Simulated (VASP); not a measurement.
# PbO (Litharge) (P4/nmm) in VASP: further runs

The runs below take PbO (Litharge) through single point, with PBE.

Everything below comes from runs of VASP 6.6.1. Logs are shortened: lines on timing, memory, paths and dates and some standing lists are left out, and cuts for length are marked.

### Step 1. The cell of the first run

It takes space group P4/nmm (No. 129, tetragonal). Conventional cell: a = 4.043 Å, b = 4.043 Å, c = 5.076 Å, α = 90.00°, β = 90.00°, γ = 90.00°. Pb (site symmetry 4mm) has 4 O at 2.36 Å within 3.1 Å. Within 3.1 Å of O (site symmetry -4m2) lie 4 Pb at 2.36 Å and 4 O at 2.86 Å.

### Step 2. Single point, PBE

INCAR

```
SYSTEM = PbO
PREC = Accurate
ENCUT = 520
EDIFF = 1E-7
ISMEAR = 0
SIGMA = 0.01
LREAL = .FALSE.
LASPH = .TRUE.
NELM = 60
ALGO = Normal
ISIF = 2
LWAVE = .FALSE.
LCHARG = .FALSE.
GGA = PE
NBANDS = 28
```

KPOINTS

```
regular mesh
0
G
  4 4 4
  0 0 0
```

POSCAR

```
PbO
1.0
    4.0425060212      0.0000000000      0.0000000000
    0.0000000000      4.0425060212      0.0000000000
    0.0000000000      0.0000000000      5.0759286131
Pb O
2 2
Direct
    0.0000000000      0.5000000000      0.2400000000
    0.5000000000      0.0000000000      0.7600000000
    0.0000000000      0.0000000000      0.0000000000
    0.5000000000      0.5000000000      0.0000000000
```

Potentials or basis: VASP PAW PBE potentials, release 64 (Pb_d, O).

Command:

```console
cat potpaw_PBE.64/Pb_d/POTCAR potpaw_PBE.64/O/POTCAR > POTCAR
mpirun -np 1 vasp_std > vasp.out
```

OUTCAR:

```text
SYSTEM = PbO
   PREC = Accurate
   ENCUT = 520
   EDIFF = 1E-7
   ISMEAR = 0
   LREAL = .FALSE.
   LASPH = .TRUE.
   NELM = 60
   ISIF = 2
   GGA = PE

 ion  position               nearest neighbor table
   1  0.000  0.500  0.240-   3 2.36   4 2.36   3 2.36   4 2.36   2 3.76   2 3.76   2 3.76   2 3.76
                             2 3.89   2 3.89   2 3.89   2 3.89
   2  0.500  0.000  0.760-   3 2.36   4 2.36   4 2.36   3 2.36   1 3.76   1 3.76   1 3.76   1 3.76
                             1 3.89   1 3.89   1 3.89   1 3.89
   3  0.000  0.000  0.000-   1 2.36   2 2.36   1 2.36   2 2.36
   4  0.500  0.500  0.000-   1 2.36   2 2.36   2 2.36   1 2.36

  LATTYP: Found a simple tetragonal cell.
 ALAT       =     4.0425060212
 C/A-ratio  =     1.2556390977

  Lattice vectors:

 A1 = (   4.0425060212,   0.0000000000,   0.0000000000)
 A2 = (   0.0000000000,   4.0425060212,   0.0000000000)
 A3 = (   0.0000000000,   0.0000000000,   5.0759286131)

Analysis of symmetry for initial positions (statically):
=====================================================================
 Subroutine PRICEL returns:
 Original cell was already a primitive cell.

 Routine SETGRP: Setting up the symmetry group for a
 simple tetragonal supercell.

 Subroutine GETGRP returns: Found 16 space group operations
 (whereof  8 operations were pure point group operations)
 out of a pool of 16 trial point group operations.

The static configuration has the point symmetry D_2d.
 The point group associated with its full space group is D_4h.

Analysis of symmetry for dynamics (positions and initial velocities):
=====================================================================
 Subroutine PRICEL returns:
 Original cell was already a primitive cell.

 Routine SETGRP: Setting up the symmetry group for a
 simple tetragonal supercell.

 Subroutine GETGRP returns: Found 16 space group operations
 (whereof  8 operations were pure point group operations)
 out of a pool of 16 trial point group operations.

The dynamic configuration has the point symmetry D_2d.
 The point group associated with its full space group is D_4h.

 Subroutine INISYM returns: Found 16 space group operations
 (whereof  8 operations are pure point group operations),
 and found     1 'primitive' translations

----------------------------------------------------------------------------------------

                                     Primitive cell

  volume of cell :      82.9501

  direct lattice vectors                    reciprocal lattice vectors
     4.042506021  0.000000000  0.000000000     0.247371307  0.000000000  0.000000000
     0.000000000  4.042506021  0.000000000     0.000000000  0.247371307  0.000000000
     0.000000000  0.000000000  5.075928613     0.000000000  0.000000000  0.197008287

  length of vectors
     4.042506021  4.042506021  5.075928613     0.247371307  0.247371307  0.197008287

  position of ions in fractional coordinates (direct lattice)
     0.000000000  0.500000000  0.240000000
     0.500000000  0.000000000  0.760000000
     0.000000000  0.000000000  0.000000000
     0.500000000  0.500000000  0.000000000

  ion indices of the primitive-cell ions
   primitive index   ion index
                 1           1
                 2           2
                 3           3
                 4           4

----------------------------------------------------------------------------------------

 KPOINTS: regular mesh

Automatic generation of k-mesh.
 Grid dimensions read from file:
 generate k-points for:    4    4    4

 Generating k-lattice:

  Cartesian coordinates                     Fractional coordinates (reciprocal lattice)
     0.061842827  0.000000000  0.000000000     0.250000000  0.000000000  0.000000000
     0.000000000  0.061842827  0.000000000     0.000000000  0.250000000  0.000000000
     0.000000000  0.000000000  0.049252072     0.000000000  0.000000000  0.250000000

  Length of vectors
     0.061842827  0.061842827  0.049252072

  Shift w.r.t. Gamma in fractional coordinates (k-lattice)
     0.000000000  0.000000000  0.000000000

 Subroutine IBZKPT returns following result:
 ===========================================

 Found     18 irreducible k-points:

 Following reciprocal coordinates:
            Coordinates               Weight
  0.000000  0.000000  0.000000      1.000000
  0.250000  0.000000  0.000000      4.000000
  0.500000  0.000000  0.000000      2.000000
  0.250000  0.250000  0.000000      4.000000
  0.500000  0.250000  0.000000      4.000000
  0.500000  0.500000  0.000000      1.000000
[... 10 lines left out ...]
  0.500000  0.250000  0.500000      4.000000
  0.500000  0.500000  0.500000      1.000000
   k-points           NKPTS =     18   k-points in BZ     NKDIM =     18   number of bands    NBANDS=     28
   number of dos      NEDOS =    301   number of ions     NIONS =      4
   total plane-waves  NPLWV =  36000
   dimension x,y,z NGX =    30 NGY =   30 NGZ =   40
   dimension x,y,z NGXF=    60 NGYF=   60 NGZF=   80
   ions per type =               2   2
   NGX,Y,Z   is equivalent  to a cutoff of  12.34, 12.34, 13.10 a.u.
   NGXF,Y,Z  is equivalent  to a cutoff of  24.67, 24.67, 26.20 a.u.
 SYSTEM =  PbO
   PREC   = accura    normal or accurate (medium, high low for compatibility)
   ISTART =      0    job   : 0-new  1-cont  2-samecut
   ICHARG =      2    charge: 1-file 2-atom 10-const
   ISPIN  =      1    spin polarized calculation?
   LNONCOLLINEAR =      F non collinear calculations
   LSORBIT =      F    spin-orbit coupling
   LASPH  =      T    aspherical Exc in radial PAW
   ENCUT  =  520.0 eV  38.22 Ry    6.18 a.u.   7.52  7.52  9.44*2*pi/ulx,y,z
   NELM   =     60;   NELMIN=  2; NELMDL= -5     # of ELM steps
   EDIFF  = 0.1E-06   stopping-criterion for ELM
   LREAL  =      F    real-space projection
   EDIFFG = 0.1E-05   stopping-criterion for IOM
   NSW    =      0    number of steps for IOM
   IBRION =     -1    ionic relax: 0-MD 1-quasi-New 2-CG
   NFREE  =      0    steps in history (QN), initial steepest desc. (CG)
   ISIF   =      2    stress and relaxation
   ISYM   =      2    0-nonsym 1-usesym 2-fastsym
   POTIM  = 0.5000    time-step for ionic-motion
   TEBEG  =    0.0;   TEEND  =   0.0 temperature during run
   PSTRESS=    0.0 pullay stress
   NELECT =      40.0000    total number of electrons
   NUPDOWN=      -1.0000    fix difference up-down
   EMIN   =  10.00;   EMAX   =-10.00  energy-range for DOS
   EFERMI =   0.00;   METHOD = LEGACY
   ISMEAR =     0;   SIGMA  =   0.01  broadening in eV -4-tet -1-fermi 0-gaus
   EFERMI_NEDOS =   21; number of points for ismear=-14 and -15
   IALGO  =     38    algorithm
   IMIX   =      4    mixing-type and parameters
     AMIX     =   0.40;   BMIX     =  1.00
     AMIX_MAG =   1.60;   BMIX_MAG =  1.00
  volume/ion in A,a.u.               =      20.74       139.94
  Fermi-wavevector in a.u.,A,eV,Ry     =   1.283776  2.425985 22.423496  1.648080
  Thomas-Fermi vector in A             =   2.416009
   LORBIT       =      0    0 simple, 1 ext, 2 COOP (PROOUT), +10 PAW based schemes
   GGA     = PE    functional components
   LHFCALC =     F    Hartree Fock is set to
   AEXX    =    0.0000 exact exchange contribution
   IVDW    =     0    specifies the selected vdW correction
   LEPSILON=     F    determine dielectric tensor
   LRPA    =     F    only Hartree local field effects (RPA)
 non-spin polarized calculation
 Gauss-broadening in eV      SIGMA  =   0.01
  energy-cutoff  :      520.00
  volume of cell :       82.95
 maximum number of plane-waves:      2258
   NGX = 15   NGY = 15   NGZ = 19

 number of electron      40.0000004 magnetization

 Free energy of the ion-electron system (eV)
  ---------------------------------------------------
  ext. energy  EPLUGINS =         0.00000000
  ---------------------------------------------------
  free energy    TOTEN  =       -21.46360159 eV

  energy without entropy =      -21.46360159  energy(sigma->0) =      -21.46360159

 E-fermi :   4.7324     XC(G=0):  -9.6303

 val. band max:        4.6065836892   @ k =   0.0000   0.0000   0.0000
 cond. band min:       5.8219431879   @ k =   0.5000   0.5000   0.0000
 fundamental gap:      1.2153594987
 Fermi energy:         4.7323805339

 k-point     1 :       0.0000    0.0000    0.0000
  band No.  band energies     occupation
      1     -13.2639      2.00000
      2     -12.8626      2.00000
      3     -11.3173      2.00000
      4     -11.3173      2.00000
      5     -11.2707      2.00000
      6     -11.2467      2.00000
[... 20 lines left out ...]
     27      12.0442      0.00000
     28      12.6455      0.00000

 k-point     2 :       0.2500    0.0000    0.0000
  band No.  band energies     occupation
      1     -13.1692      2.00000
      2     -12.8961      2.00000
      3     -11.2921      2.00000
      4     -11.2900      2.00000
      5     -11.2345      2.00000
      6     -11.2203      2.00000
[... 20 lines left out ...]
     27      12.5083      0.00000
     28      15.2994      0.00000

 k-point     3 :       0.5000    0.0000    0.0000
  band No.  band energies     occupation
      1     -13.0069      2.00000
      2     -13.0069      2.00000
      3     -11.2377      2.00000
      4     -11.2377      2.00000
      5     -11.2367      2.00000
      6     -11.2367      2.00000
[... 20 lines left out ...]
     27      13.7158      0.00000
     28      13.7158      0.00000

 k-point     4 :       0.2500    0.2500    0.0000
  band No.  band energies     occupation
      1     -13.1057      2.00000
      2     -12.9210      2.00000
      3     -11.2849      2.00000
      4     -11.2419      2.00000
      5     -11.2119      2.00000
      6     -11.2042      2.00000
[... 392 lines left out ...]
     27      15.1422      0.00000
     28      15.6942      0.00000

 k-point    17 :       0.5000    0.2500    0.5000
  band No.  band energies     occupation
      1     -13.0035      2.00000
      2     -13.0035      2.00000
      3     -11.2569      2.00000
      4     -11.2569      2.00000
      5     -11.1983      2.00000
      6     -11.1983      2.00000
[... 20 lines left out ...]
     27      15.4200      0.00000
     28      15.4200      0.00000

 k-point    18 :       0.5000    0.5000    0.5000
  band No.  band energies     occupation
      1     -12.9940      2.00000
      2     -12.9940      2.00000
      3     -11.2098      2.00000
      4     -11.2098      2.00000
      5     -11.1887      2.00000
      6     -11.1887      2.00000
[... 20 lines left out ...]
     27      15.5627      0.00000
     28      15.5627      0.00000

------------------------ aborting loop because EDIFF is reached ----------------------------------------

  FORCE on cell =-STRESS in cart. coord.  units (eV):
  Direction    XX          YY          ZZ          XY          YZ          ZX
  --------------------------------------------------------------------------------------
  -------------------------------------------------------------------------------------
  Total        0.0654658      0.0654658     -0.2889065      0.0000000     -0.0000000      0.0000000
  in kB        1.2644687      1.2644687     -5.5802164      0.0000000     -0.0000000      0.0000000
  external PRESSURE =      -1.0170930 kB  Pullay stress =       0.0000000 kB

 VOLUME and BASIS-vectors are now :
 -----------------------------------------------------------------------------
  energy-cutoff  :      520.00
  volume of cell :       82.95
      direct lattice vectors                 reciprocal lattice vectors
     4.042506021  0.000000000  0.000000000     0.247371307  0.000000000  0.000000000
     0.000000000  4.042506021  0.000000000     0.000000000  0.247371307  0.000000000
     0.000000000  0.000000000  5.075928613     0.000000000  0.000000000  0.197008287

 POSITION                                       TOTAL-FORCE (eV/Angst)
 -----------------------------------------------------------------------------------
      0.00000      2.02125      1.21822         0.000000      0.000000     -0.462073
      2.02125      0.00000      3.85771         0.000000      0.000000      0.462073
      0.00000      0.00000      0.00000         0.000000      0.000000     -0.000000
      2.02125      2.02125      0.00000         0.000000     -0.000000     -0.000000
 -----------------------------------------------------------------------------------
    total drift:                                0.000000      0.000000      0.000000

  FREE ENERGIE OF THE ION-ELECTRON SYSTEM (eV)
  ---------------------------------------------------
  free  energy   TOTEN  =       -21.4636015906 eV

  energy  without entropy=      -21.4636015906  energy(sigma->0) =      -21.46360159
```

Run time: 22 s. Hardware: 1 thread of Intel Xeon 6975P-C (Granite Rapids), shared host; peak memory 0.19 GiB.

Results:

* Free energy: -21.4636 eV
* Pressure: -0.1 GPa
* Largest force: 0.462 eV/Å
* Band gap on the k mesh: 1.22 eV, indirect (least direct gap 1.99 eV)

Forces in eV/Å, atoms in the order of the input:
```
Pb   0.000  0.000 -0.462
Pb   0.000  0.000  0.462
O    0.000  0.000  0.000
O    0.000  0.000  0.000
```

Levels at points of the mesh, in eV from the valence-band top:
```
           k point  band 17  band 18  band 19  band 20  band 21  band 22  band 23  band 24
(0.00, 0.00, 0.00)    -1.46    -1.36    -1.36     0.00     2.34     5.46     5.46     5.55
(0.50, 0.00, 0.00)    -2.65    -2.65    -1.49    -1.49     3.33     3.33     6.48     6.48
(0.50, 0.50, 0.00)    -1.59    -1.59    -0.78    -0.78     1.22     1.22     5.22     5.22
(0.00, 0.00, 0.50)    -1.51    -1.39    -1.39    -0.79     2.04     3.94     3.94     4.18
(0.50, 0.00, 0.50)    -2.62    -2.62    -0.87    -0.87     3.05     3.05     6.13     6.13
(0.50, 0.50, 0.50)    -2.15    -2.15    -0.78    -0.78     3.43     3.43     4.66     4.66
```

Caveat: spin-orbit coupling is left out, which moves the levels of the heavy elements. A k mesh can miss the band edges.

### Step 3. Single point, PBE

This run uses another cell than the first one, of 21.54 Å³/atom, 1.038 times its volume.

INCAR

```
PREC = Accurate
ENCUT = 520
EDIFF = 1E-6
ISMEAR = 0
SIGMA = 0.01
LREAL = F
LASPH = T
NELM = 100
ALGO = Normal
ISIF = 2
LWAVE = F
LCHARG = F
GGA = PE
NBANDS = 28
```

KPOINTS

```
regular mesh
0
Gamma
  4 4 4
```

POSCAR

```
PbO
1.0
    4.0936824163      0.0000000000      0.0000000000
    0.0000000000      4.0936824163      0.0000000000
    0.0000000000      0.0000000000      5.1401876957
Pb O
2 2
Direct
    0.0000000000      0.5000000000      0.2400000000
    0.5000000000      0.0000000000      0.7600000000
    0.0000000000      0.0000000000      0.0000000000
    0.5000000000      0.5000000000      0.0000000000
```

Potentials or basis: VASP PAW PBE potentials, release 64 (Pb_d, O).

Command:

```console
cat potpaw_PBE.64/Pb_d/POTCAR potpaw_PBE.64/O/POTCAR > POTCAR
mpirun -np 1 vasp_std > vasp.out
```

It took 20 s on 1 thread of Intel Xeon 6975P-C (Granite Rapids), shared host; peak memory 0.19 GiB.

It converged, with:

```
Free energy            : -21.4380 eV
Pressure               : -2.7 GPa
Largest force          : 0.880 eV/Å
Band gap on the k mesh : 1.26 eV, indirect (least direct gap 1.89 eV)
```

Forces in eV/Å, atoms in the order of the input:
```
Pb   0.000  0.000 -0.880
Pb   0.000  0.000  0.880
O    0.000  0.000  0.000
O    0.000  0.000  0.000
```

Stress tensor (GPa, compression positive):
```
-2.58  0.00  0.00
 0.00 -2.58  0.00
 0.00  0.00 -2.88
```

Levels at points of the mesh, in eV from the valence-band top:
```
           k point  band 17  band 18  band 19  band 20  band 21  band 22  band 23  band 24
(0.00, 0.00, 0.00)    -1.30    -1.19    -1.19     0.00     2.27     5.37     5.37     5.48
(0.50, 0.00, 0.00)    -2.44    -2.44    -1.35    -1.35     3.26     3.26     6.33     6.33
(0.50, 0.50, 0.00)    -1.52    -1.52    -0.62    -0.62     1.26     1.26     5.16     5.16
(0.00, 0.00, 0.50)    -1.34    -1.22    -1.22    -0.67     2.03     3.93     3.93     4.12
(0.50, 0.00, 0.50)    -2.40    -2.40    -0.78    -0.78     3.01     3.01     6.01     6.01
(0.50, 0.50, 0.50)    -2.05    -2.05    -0.63    -0.63     3.44     3.44     4.55     4.55
```

Caveat: spin-orbit coupling is left out, which moves the levels of the heavy elements.

### Step 4. Single point, PBE

This run uses another cell than the first one, of 22.33 Å³/atom, 1.077 times its volume.

INCAR

```
SYSTEM = PbO
PREC = Accurate
ENCUT = 520
EDIFF = 1E-7
ISMEAR = 0
SIGMA = 0.01
LREAL = .False.
LASPH = .True.
NELM = 60
ALGO = Normal
ISIF = 2
LWAVE = .False.
LCHARG = .True.
GGA = PE
LELF = .True.
LVHAR = .True.
NBANDS = 28
```

KPOINTS

```
Automatic mesh
0
Gamma
  4 4 4
  0 0 0
```

POSCAR

```
PbO
1.0
    4.1436102933      0.0000000000      0.0000000000
    0.0000000000      4.1436102933      0.0000000000
    0.0000000000      0.0000000000      5.2028790901
Pb O
2 2
Direct
    0.0000000000      0.5000000000      0.2400000000
    0.5000000000      0.0000000000      0.7600000000
    0.0000000000      0.0000000000      0.0000000000
    0.5000000000      0.5000000000      0.0000000000
```

Command:

```console
cat potpaw_PBE.64/Pb_d/POTCAR potpaw_PBE.64/O/POTCAR > POTCAR
mpirun -np 1 vasp_std > vasp.out
```

Run time: 20 s. Hardware: 1 thread of Intel Xeon 6975P-C (Granite Rapids), shared host; peak memory 0.2 GiB.

It converged, with:

| Quantity | Value |
| --- | --- |
| Free energy | -21.3664 eV |
| Pressure | -4.7 GPa |
| Largest force | 1.242 eV/Å |
| Band gap on the k mesh | 1.30 eV, indirect (least direct gap 1.79 eV) |

Forces in eV/Å, atoms in the order of the input:
```
Pb   0.000  0.000 -1.242
Pb   0.000  0.000  1.242
O    0.000  0.000  0.000
O    0.000  0.000  0.000
```

Levels at points of the mesh, in eV from the valence-band top:
| k point | band 17 | band 18 | band 19 | band 20 | band 21 | band 22 | band 23 | band 24 |
| --- | --- | --- | --- | --- | --- | --- | --- | --- |
| (0.00, 0.00, 0.00) | -1.16 | -1.04 | -1.04 | 0.00 | 2.20 | 5.28 | 5.28 | 5.40 |
| (0.50, 0.00, 0.00) | -2.24 | -2.24 | -1.23 | -1.23 | 3.20 | 3.20 | 6.17 | 6.17 |
| (0.50, 0.50, 0.00) | -1.46 | -1.46 | -0.49 | -0.49 | 1.30 | 1.30 | 5.10 | 5.10 |
| (0.00, 0.00, 0.50) | -1.20 | -1.06 | -1.06 | -0.57 | 2.01 | 3.90 | 3.90 | 4.05 |
| (0.50, 0.00, 0.50) | -2.20 | -2.20 | -0.70 | -0.70 | 2.97 | 2.97 | 5.89 | 5.89 |
| (0.50, 0.50, 0.50) | -1.96 | -1.96 | -0.49 | -0.49 | 3.43 | 3.43 | 4.43 | 4.43 |

Caveat: spin-orbit coupling is left out, which moves the levels of the heavy elements; forces of over 1 eV/Å act on the atoms, so gaps and moduli don't describe the material at rest.

### Step 5. The runs side by side

| cell | gap on the mesh (eV) | pressure (GPa) | largest force (eV/Å) |
| --- | --- | --- | --- |
| a = 4.043, b = 4.043, c = 5.076 Å, 4 atoms | 1.22 | -0.1 | 0.46 |
| a = 4.094, b = 4.094, c = 5.140 Å, 4 atoms | 1.26 | -2.7 | 0.88 |
| a = 4.144, b = 4.144, c = 5.203 Å, 4 atoms | 1.30 | -4.7 | 1.24 |

Alike in all rows: task single point; level PBE; potentials or basis VASP PAW PBE potentials, release 64 (Pb_d, O); no spin polarisation; k mesh 4 × 4 × 4; cutoff (eV) 520; smearing gaussian 0.01 eV.

Caveats: spin-orbit coupling is left out, which moves the levels of the heavy elements; forces of over 1 eV/Å act on the atoms, so gaps and moduli don't describe the material at rest (some runs).

Total energies depend on the potentials used, so only differences within one code and one set of settings carry meaning.
